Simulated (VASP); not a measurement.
# Si (P1) in VASP: single point with LDA

Aim: the single point of Si with LDA.

All numbers are computed with VASP 6.6.1; they aren't measurements. Logs are shortened: lines on timing, memory, paths and dates and some standing lists are left out, and cuts for length are marked.

## (1) The cell of the first run

The typed cell holds 8 atoms: a = 5.995 Å, b = 5.499 Å, c = 5.402 Å, α = 106.59°, β = 109.06°, γ = 117.93°.

## (2) Single point, LDA (atoms moved at random and the cell strained at random)

Contents of INCAR:

```
PREC = Accurate
ENCUT = 520
EDIFF = 1E-7
ISMEAR = 0
SIGMA = 0.15
LREAL = False
LASPH = True
NELM = 100
ALGO = Normal
ISIF = 2
LWAVE = False
LCHARG = False
NBANDS = 26
```

Contents of KPOINTS:

```
regular mesh
0
Gamma
  6 6 6
```

Contents of POSCAR:

```
Si
1.0
    5.0766278721      2.6256074519      1.8083068679
   -4.7646695602      2.3139242452      1.4774322473
   -0.1139464190     -5.0772300052      1.8421347382
Si
8
Direct
    0.0306052496      0.7415289994      0.5471804511
    0.9545632370      0.2628383534      0.4680082042
    0.7090229231      0.7006179894      0.7019635776
    0.2893963958      0.4846611958      0.9972648665
    0.4697098873      0.9744422223      0.2727185951
    0.7324411214      0.5381275036      0.0255601827
    0.2853548799      0.2756206194      0.2725563552
    0.5289063059      0.0221631166      0.7147477675
```

Potentials or basis: VASP PAW LDA potentials, release 64 (Si).

Started as:

```console
> cat potpaw_LDA.64/Si/POTCAR > POTCAR
> mpirun -np 1 vasp_std > vasp.out
```

OUTCAR:

```text
PREC = Accurate
   ENCUT = 520
   EDIFF = 1E-7
   ISMEAR = 0
   LREAL = False
   LASPH = True
   NELM = 100
   ISIF = 2

 ion  position               nearest neighbor table
   1  0.031  0.742  0.547-   3 2.28   8 2.29   6 2.33   2 2.33
   2  0.955  0.263  0.468-   5 2.19   1 2.33   4 2.38   7 2.52
   3  0.709  0.701  0.702-   6 2.17   7 2.19   1 2.28   8 2.46   7 2.95
   4  0.289  0.485  0.997-   7 2.12   5 2.14   2 2.38   6 2.48
   5  0.470  0.974  0.273-   4 2.14   2 2.19   8 2.21   7 2.38
   6  0.732  0.538  0.026-   3 2.17   8 2.25   1 2.33   4 2.48
   7  0.285  0.276  0.273-   4 2.12   3 2.19   5 2.38   2 2.52   3 2.95
   8  0.529  0.022  0.715-   5 2.21   6 2.25   1 2.29   3 2.46

  LATTYP: Found a triclinic cell.
 ALAT       =     5.9407384144
 B/A-ratio  =     1.5254207342
 C/A-ratio  =     0.9093629414
 COS(alpha) =     0.0093008394
 COS(beta)  =     0.5939478633
 COS(gamma) =     0.6821689368

  Lattice vectors:

 A1 = (   0.3119583119,   4.9395316971,   3.2857391152)
 A2 = (   5.2746397650,   2.4879091438,   6.9361807213)
 A3 = (   0.1139464190,   5.0772300052,  -1.8421347382)

Analysis of symmetry for initial positions (statically):
=====================================================================
 Subroutine PRICEL returns:
 Original cell was already a primitive cell.

 Routine SETGRP: Setting up the symmetry group for a
 triclinic supercell.

 Subroutine GETGRP returns: Found  1 space group operations
 (whereof  1 operations were pure point group operations)
 out of a pool of  2 trial point group operations.

The static configuration has the point symmetry C_1 .

Analysis of symmetry for dynamics (positions and initial velocities):
=====================================================================
 Subroutine PRICEL returns:
 Original cell was already a primitive cell.

 Routine SETGRP: Setting up the symmetry group for a
 triclinic supercell.

 Subroutine GETGRP returns: Found  1 space group operations
 (whereof  1 operations were pure point group operations)
 out of a pool of  2 trial point group operations.

The dynamic configuration has the point symmetry C_1 .

 Subroutine INISYM returns: Found  1 space group operations
 (whereof  1 operations are pure point group operations),
 and found     1 'primitive' translations

[... 109 lines left out ...]
   NSW    =      0    number of steps for IOM
   IBRION =     -1    ionic relax: 0-MD 1-quasi-New 2-CG
   NFREE  =      0    steps in history (QN), initial steepest desc. (CG)
   ISIF   =      2    stress and relaxation
   ISYM   =      2    0-nonsym 1-usesym 2-fastsym
   POTIM  = 0.5000    time-step for ionic-motion
   TEBEG  =    0.0;   TEEND  =   0.0 temperature during run
   PSTRESS=    0.0 pullay stress
   NELECT =      32.0000    total number of electrons
   NUPDOWN=      -1.0000    fix difference up-down
   EMIN   =  10.00;   EMAX   =-10.00  energy-range for DOS
   EFERMI =   0.00;   METHOD = LEGACY
   ISMEAR =     0;   SIGMA  =   0.15  broadening in eV -4-tet -1-fermi 0-gaus
   EFERMI_NEDOS =   21; number of points for ismear=-14 and -15
   IALGO  =     38    algorithm
   IMIX   =      4    mixing-type and parameters
     AMIX     =   0.40;   BMIX     =  1.00
     AMIX_MAG =   1.60;   BMIX_MAG =  1.00
  volume/ion in A,a.u.               =      15.82       106.75
  Fermi-wavevector in a.u.,A,eV,Ry     =   1.035242  1.956324 14.581723  1.071726
  Thomas-Fermi vector in A             =   2.169576
   LORBIT       =      0    0 simple, 1 ext, 2 COOP (PROOUT), +10 PAW based schemes
   GGA     = CA    functional components
   LHFCALC =     F    Hartree Fock is set to
   AEXX    =    0.0000 exact exchange contribution
   IVDW    =     0    specifies the selected vdW correction
   LEPSILON=     F    determine dielectric tensor
   LRPA    =     F    only Hartree local field effects (RPA)
 non-spin polarized calculation
 Gauss-broadening in eV      SIGMA  =   0.15
  energy-cutoff  :      520.00
  volume of cell :      126.55
 maximum number of plane-waves:      3448
 NGX is ok and might be reduce to    48
   NGX = 23   NGY = 21   NGZ = 21

 number of electron      31.9999999 magnetization

 Free energy of the ion-electron system (eV)
  ---------------------------------------------------
  ext. energy  EPLUGINS =         0.00000000
  ---------------------------------------------------
  free energy    TOTEN  =       -44.65976533 eV

  energy without entropy =      -44.64113131  energy(sigma->0) =      -44.65044832

 E-fermi :   8.4720     XC(G=0): -10.6875

 val. band max:        8.4685859081   @ k =  -0.3333   0.5000   0.3333
 cond. band min:       8.4726631518   @ k =   0.0000   0.0000   0.3333
 fundamental gap:      0.0040772437
 Fermi energy:         8.4720257163

 k-point     1 :       0.0000    0.0000    0.0000
  band No.  band energies     occupation
      1      -5.1104      2.00000
      2      -0.3631      2.00000
      3      -0.1998      2.00000
      4       0.6585      2.00000
      5       1.1434      2.00000
      6       1.6632      2.00000
[... 685 lines left out ...]
     25      13.5366      0.00000
     26      14.2607      0.00000

 [... further k-points ...]

------------------------ aborting loop because EDIFF is reached ----------------------------------------

  FORCE on cell =-STRESS in cart. coord.  units (eV):
  Direction    XX          YY          ZZ          XY          YZ          ZX
  --------------------------------------------------------------------------------------
  -------------------------------------------------------------------------------------
  Total        2.4081012     14.2277065     18.1971502     -5.3358851      0.2390589     -4.4524031
  in kB       30.4885476    180.1345033    230.3909360    -67.5567073      3.0266834    -56.3710973
  external PRESSURE =     147.0046623 kB  Pullay stress =       0.0000000 kB

 VOLUME and BASIS-vectors are now :
 -----------------------------------------------------------------------------
  energy-cutoff  :      520.00
  volume of cell :      126.55
      direct lattice vectors                 reciprocal lattice vectors
     5.076627872  2.625607452  1.808306868     0.092960816  0.068029113  0.193249712
    -4.764669560  2.313924245  1.477432247    -0.110773218  0.075528893  0.201318255
    -0.113946419 -5.077230005  1.842134738    -0.002411201 -0.127355687  0.191685835

 POSITION                                       TOTAL-FORCE (eV/Angst)
 -----------------------------------------------------------------------------------
     -3.44012     -0.98196      2.15888         0.086121      0.492692     -0.280104
      3.54030      0.73831      2.97660         1.407807      0.964893      1.610425
      0.18125     -0.08124      3.61036        -1.581231      0.907526      1.768544
     -0.95373     -3.18203      3.07647         0.848054      2.417860     -2.344206
     -2.28943      2.10340      2.79144        -2.285248      0.638729     -0.295021
      1.15142      3.03851      2.16661        -0.274254     -1.654143      0.707651
      0.10434      0.00316      1.42531         0.670513     -2.677769     -1.770815
      2.49802     -2.18895      2.30583         1.128238     -1.089787      0.603527
 -----------------------------------------------------------------------------------
    total drift:                                0.000021      0.000041     -0.000000

  FREE ENERGIE OF THE ION-ELECTRON SYSTEM (eV)
  ---------------------------------------------------
  free  energy   TOTEN  =       -44.6597653330 eV

  energy  without entropy=      -44.6411313131  energy(sigma->0) =      -44.65044832
```

OSZICAR:

```text
N       E                     dE             d eps       ncg     rms          rms(c)
DAV:   1     0.625293121105E+02    0.62529E+02   -0.12641E+04  5824   0.105E+03
DAV:   2    -0.407878390120E+02   -0.10332E+03   -0.95152E+02  7176   0.155E+02
DAV:   3    -0.458046162610E+02   -0.50168E+01   -0.48966E+01  7802   0.306E+01
DAV:   4    -0.458801632894E+02   -0.75547E-01   -0.75320E-01  7254   0.462E+00
DAV:   5    -0.458813795577E+02   -0.12163E-02   -0.12150E-02  7652   0.552E-01    0.115E+01
DAV:   6    -0.449070871074E+02    0.97429E+00   -0.84794E-01  6922   0.424E+00    0.672E+00
DAV:   7    -0.446689285017E+02    0.23816E+00   -0.75313E-01  7448   0.365E+00    0.146E+00
DAV:   8    -0.446600237576E+02    0.89047E-02   -0.11650E-01  6626   0.165E+00    0.636E-01
DAV:   9    -0.446600041043E+02    0.19653E-04   -0.65908E-03  6750   0.434E-01    0.197E-01
DAV:  10    -0.446597683964E+02    0.23571E-03   -0.90854E-04  7560   0.144E-01    0.904E-02
DAV:  11    -0.446597758077E+02   -0.74113E-05   -0.16298E-04  7056   0.577E-02    0.314E-02
DAV:  12    -0.446597652569E+02    0.10551E-04   -0.42335E-05  6660   0.304E-02    0.177E-02
DAV:  13    -0.446597653953E+02   -0.13842E-06   -0.39721E-06  7230   0.978E-03    0.429E-03
DAV:  14    -0.446597653330E+02    0.62330E-07   -0.26700E-07  6436   0.266E-03
   1 F= -.44659765E+02 E0= -.44650448E+02  d E =-.186340E-01
```

It took 3.2 min on 1 thread of Intel Xeon 6975P-C (Granite Rapids), shared host; peak memory 0.37 GiB.

Results:

| Property | Result |
| --- | --- |
| Free energy | -44.6598 eV |
| Pressure | 14.7 GPa |
| Largest force | 3.473 eV/Å |
| Band gap on the k mesh | zero (bands 16 and 17 overlap by 1.04 eV) |

Forces on the atoms (eV/Å):
```
Si   0.086  0.493 -0.280
Si   1.408  0.965  1.610
Si  -1.581  0.908  1.769
Si   0.848  2.418 -2.344
Si  -2.285  0.639 -0.295
Si  -0.274 -1.654  0.708
Si   0.671 -2.678 -1.771
Si   1.128 -1.090  0.604
```

Levels at points of the mesh, in eV from the Fermi level:
| k point | band 13 | band 14 | band 15 | band 16 | band 17 | band 18 | band 19 | band 20 |
| --- | --- | --- | --- | --- | --- | --- | --- | --- |
| (0.00, 0.00, 0.00) | -4.22 | -1.79 | -1.35 | 0.35 | 1.08 | 1.81 | 3.08 | 3.60 |
| (0.50, 0.00, 0.00) | -2.07 | -1.55 | -1.39 | -0.78 | -0.05 | 1.12 | 1.65 | 1.74 |
| (0.00, 0.50, 0.00) | -1.50 | -1.06 | -0.85 | -0.51 | 0.04 | 1.34 | 2.17 | 2.43 |
| (0.50, 0.50, 0.00) | -2.49 | -2.17 | -1.66 | -0.73 | -0.17 | 0.24 | 0.46 | 1.17 |
| (0.00, 0.00, 0.50) | -1.64 | -1.21 | -0.78 | -0.64 | 0.50 | 1.61 | 2.41 | 2.88 |
| (0.50, 0.00, 0.50) | -2.22 | -1.79 | -1.52 | -1.30 | -0.46 | 0.79 | 0.80 | 1.60 |
| (0.00, 0.50, 0.50) | -1.97 | -1.77 | -1.00 | -0.79 | 0.77 | 1.53 | 1.76 | 1.89 |
| (0.50, 0.50, 0.50) | -1.92 | -1.77 | -0.18 | 0.58 | 1.91 | 1.97 | 2.11 | 2.46 |

Caveat: the cell differs from its parent crystal (atoms moved at random and the cell strained at random); the stress differs along the axes, from 3 to 23 GPa; forces of over 1 eV/Å act on the atoms, so gaps and moduli don't describe the material at rest.
